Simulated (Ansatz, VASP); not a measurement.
## One calculation of SnSe, two programs

File INCAR:

```
PREC = Accurate
ENCUT = 520
EDIFF = 1E-6
ISMEAR = 0
SIGMA = 0.05
LREAL = False
LASPH = True
NELM = 100
ALGO = Normal
ISIF = 2
LWAVE = False
LCHARG = False
NBANDS = 28
```

Contents of KPOINTS:

```
Automatic mesh
0
Gamma
  6 6 4
```

The input POSCAR:

```
SnSe
1.0
    4.2853274191      0.0000000000      0.0000000000
    0.0000000000      4.2853274191      0.0000000000
    0.0000000000      0.0000000000     10.9906921300
Sn Se
2 2
Direct
    0.5000000000      0.0000000000      0.3898273981
    0.0000000000      0.5000000000      0.6101726019
    0.5000000000      0.0000000000      0.6342367061
    0.0000000000      0.5000000000      0.3657632939
```

Input for Ansatz:

```yaml
crystal:
  lattice:
    - [4.2853274191, 0.0, 0.0]
    - [0.0, 4.2853274191, 0.0]
    - [0.0, 0.0, 10.99069213]
  atoms:
    - { symbol: Sn, position: [0.5, 0.0, 0.3898273981] }
    - { symbol: Sn, position: [0.0, 0.5, 0.6101726019] }
    - { symbol: Se, position: [0.5, 0.0, 0.6342367061] }
    - { symbol: Se, position: [0.0, 0.5, 0.3657632939] }
basis:
  ecutwfc: 420
kpoints:
  mp_grid: { grid: [6, 6, 4] }
hamiltonian:
  xc: lda
scf:
  occupations: { method: gaussian, width: 0.05 }
output:
  forces: true
  stress: true
  eigenvalues: true
```

Change from the starting cell: mode 8 (56.1 1/cm) frozen in, largest displacement +0.200 Å.

Alike in both runs: task single point; functional LDA; k mesh 6 × 6 × 4; occupations gaussian, width 0.05 eV; no spin polarisation.

```csv
,VASP,Ansatz
version,VASP 6.6.1,Ansatz 0.2.0
potentials or method,"VASP PAW LDA potentials, release 64 (Sn_d, Se), cutoff 520 eV","scalar-relativistic, plane waves, PAW"
valence electrons in the cell,40,60
```

|  | VASP | Ansatz | Ansatz less VASP |
| --- | --- | --- | --- |
| gap on the k mesh at the Fermi level (eV) | 1.30 | 1.31 | +0.006 |
| least direct gap on the mesh (eV) | 1.34 | 1.34 | +0.001 |
| rms of the force components (eV/Å) | 0.154 | 0.159 | +0.0041 |

LDA's correlation is that of Perdew and Zunger in VASP and of Perdew and Wang (1992) in Ansatz. Atom by atom the forces differ by 0.012 eV/Å (rms over components). VASP's potentials hold 40 valence electrons a cell and Ansatz's 60, so a difference there can come from the potentials and not from the codes.
